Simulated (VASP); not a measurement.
Wanted: the native input for a VASP 6.6.1 run.

| Quantity | Value |
| --- | --- |
| Task | single point |
| Functional | r2SCAN |
| Potentials or basis | VASP PAW PBE potentials, release 64 (Al, Cu) |
| Cutoff | 520 eV |
| k mesh | 10 × 10 × 14 |
| Occupations | gaussian, width 0.1 eV |
| Spin | no spin polarisation |
| Dipole correction | no |
| Further INCAR settings | ALGO = Normal; EDIFF = 1e-07; NBANDS = 16 |

The system is Al2Cu.

```
Al Cu
1.0
     4.08803    0.00000    0.00000
     0.00000    4.08803    0.00000
     0.00000    0.00000    2.85133
Al Cu
2 1
Direct
  0.50000 0.00000 0.50000
  0.00000 0.50000 0.50000
  0.00000 0.00000 0.00000
```

One way to write it, as run:

POSCAR

```
Al2Cu
1.0
    4.0880282804      0.0000000000      0.0000000000
    0.0000000000      4.0880282804      0.0000000000
    0.0000000000      0.0000000000      2.8513253925
Al Cu
2 1
Direct
    0.5000000000      0.0000000000      0.5000000000
    0.0000000000      0.5000000000      0.5000000000
    0.0000000000      0.0000000000      0.0000000000
```

INCAR.step1

```
SYSTEM = Al2Cu
ALGO = Normal
EDIFF = 1E-4
ENCUT = 520
GGA = PE
ISMEAR = 0
LASPH = .TRUE.
LCHARG = .FALSE.
LREAL = .FALSE.
LWAVE = .TRUE.
NBANDS = 16
NELM = 100
PREC = Accurate
SIGMA = 0.1
```

INCAR.step2

```
SYSTEM = Al2Cu
ALGO = Normal
EDIFF = 1E-7
ENCUT = 520
ISIF = 2
ISMEAR = 0
ISTART = 1
LASPH = .TRUE.
LCHARG = .FALSE.
LMIXTAU = .TRUE.
LREAL = .FALSE.
LWAVE = .FALSE.
METAGGA = R2SCAN
NBANDS = 16
NELM = 100
PREC = Accurate
SIGMA = 0.1
```

KPOINTS

```
k-points
0
G
  10 10 14
  0 0 0
```

Potentials or basis: VASP PAW PBE potentials, release 64 (Al, Cu).

The run is started by

```sh
$ cat potpaw_PBE.64/Al/POTCAR potpaw_PBE.64/Cu/POTCAR > POTCAR
$ cp INCAR.step1 INCAR
$ mpirun -np 1 vasp_std > vasp.out
$ cp INCAR.step2 INCAR
$ mpirun -np 1 vasp_std > vasp.out
```

Results of the run:

```
Pressure : -0.1 GPa
```

Caveat: the PAW data sets were made with another functional, which shifts forces and pressure a little.

Run time: 8 min on 1 thread of Intel(R) Xeon(R) Platinum 8259CL CPU @ 2.50GHz (Skylake/Cascade Lake) (shared host), peak memory 0.26 GiB.
